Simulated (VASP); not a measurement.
Wanted: the native input for a VASP 6.6.1 run.

- Task: single point
- Functional: PBE
- Potentials or basis: VASP PAW PBE potentials, release 64 (Be, Al)
- Cutoff: 520 eV
- k mesh: 10 × 10 × 8
- Occupations: gaussian, width 0.1 eV
- Spin: no spin polarisation
- Dipole correction: no
- Further INCAR settings: ALGO = Fast; EDIFF = 1e-07; NBANDS = 16

The structure of Be2Al lies in POSCAR:

```
Be2Al
1.0
    4.2253898813      0.0000000000      0.0000000000
    0.0000000000      4.2253898813      0.0000000000
    0.0000000000      0.0000000000      4.8600944828
Be Al
4 2
Direct
    0.0000000000      0.2440649307      0.0000000000
    0.0000000000      0.7559350693      0.0000000000
    0.7559350693      0.0000000000      0.5000000000
    0.2440649307      0.0000000000      0.5000000000
    0.5000000000      0.5000000000      0.0000000000
    0.5000000000      0.5000000000      0.5000000000
```

The cell was generated, and may not be a known phase.

The input as run:

INCAR

```
SYSTEM = Be2Al
PREC = Accurate
ENCUT = 520
EDIFF = 1E-7
ISMEAR = 0
SIGMA = 0.1
LREAL = .False.
LASPH = .True.
NELM = 80
ALGO = Fast
ISIF = 2
LWAVE = .False.
LCHARG = .True.
GGA = PE
LELF = .True.
LVHAR = .True.
NBANDS = 16
```

KPOINTS

```
Automatic mesh
0
Gamma
  10 10 8
  0 0 0
```

Potentials or basis: VASP PAW PBE potentials, release 64 (Be, Al).

Launch:

```sh
$ cat potpaw_PBE.64/Be/POTCAR potpaw_PBE.64/Al/POTCAR > POTCAR
$ mpirun -np 1 vasp_std > vasp.out
```

Results of the run:

```yaml
Pressure: 0.0 GPa
Band_gap_on_the_k_mesh: zero (bands 7 and 8 overlap by 3.87 eV)
```

Wall time 59 s on 1 thread of Intel(R) Xeon(R) 6975P-C (Granite Rapids) (shared host), peak memory 0.26 GiB.
